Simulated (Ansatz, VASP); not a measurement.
# Two plane-wave programs on Ga

```xyz
3
Lattice="4.6180 0.0000 0.0000 -2.3090 3.9993 0.0000 0.0000 0.0000 2.9648" Properties=species:S:1:pos:R:3 pbc="T T T"
Ga    0.0000    0.0000    0.0000
Ga    0.0000    2.6662    1.4824
Ga    2.3090    1.3331    1.4824
```

Alike in both runs: task single point; functional revPBE; k mesh 9 × 9 × 12; occupations fermi-dirac, width 0.1 eV; no spin polarisation.

|  | VASP | Ansatz |
| --- | --- | --- |
| version | VASP 6.6.1 | Ansatz 0.2.0 |
| potentials or method | VASP PAW PBE potentials, release 64 (Ga_d), cutoff 520 eV | plane waves (420 eV) with PAW, scalar-relativistic |
| valence electrons in the cell | 39 | 39 |

|  | VASP | Ansatz | Ansatz less VASP |
| --- | --- | --- | --- |
| pressure (GPa) | 4.6 | 4.5 | -0.08 |
| traceless stress, the component that is largest in VASP (GPa) | -0.68 | -0.64 | +0.040 |

VASP's potentials were made for PBE, not for revPBE.
